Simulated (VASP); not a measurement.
HfTl2PbS4, 16 atoms in the cell. The typed cell holds 16 atoms: a = 8.170 Å, b = 8.552 Å, c = 6.633 Å, α = 72.60°, β = 90.05°, γ = 117.32°. 

- Program: VASP 6.6.1
- Task: single point
- Functional: r2SCAN
- Potentials or basis: VASP PAW PBE potentials, release 64 (Tl_d, Pb_d, Hf_pv, S)
- Cutoff: 520 eV
- k mesh: 3 × 3 × 3, shifted
- Occupations: fermi-dirac, width 0.0159 eV
- Spin: no spin polarisation
- Dipole correction: no
- Further INCAR settings: LREAL = Auto; ALGO = Normal; EDIFF = 1e-06; NBANDS = 88

Potentials or basis: VASP PAW PBE potentials, release 64 (Tl_d, Pb_d, Hf_pv, S).

Run with:

```sh
$ cat potpaw_PBE.64/Tl_d/POTCAR potpaw_PBE.64/Pb_d/POTCAR potpaw_PBE.64/Hf_pv/POTCAR potpaw_PBE.64/S/POTCAR > POTCAR
$ cp INCAR.step1 INCAR
$ mpirun -np 1 vasp_std > vasp.out
$ cp INCAR.step2 INCAR
$ mpirun -np 1 vasp_std > vasp.out
```

Hardware: 1 thread of AMD EPYC 9R45 96-Core Processor (Zen 5), on a shared host.

Problem. Estimate the wall time of this run.

Solution. Wall time 29 min on 1 thread of AMD EPYC 9R45 96-Core Processor (Zen 5), on a shared host, peak memory 0.69 GiB. Counts: k points 14.
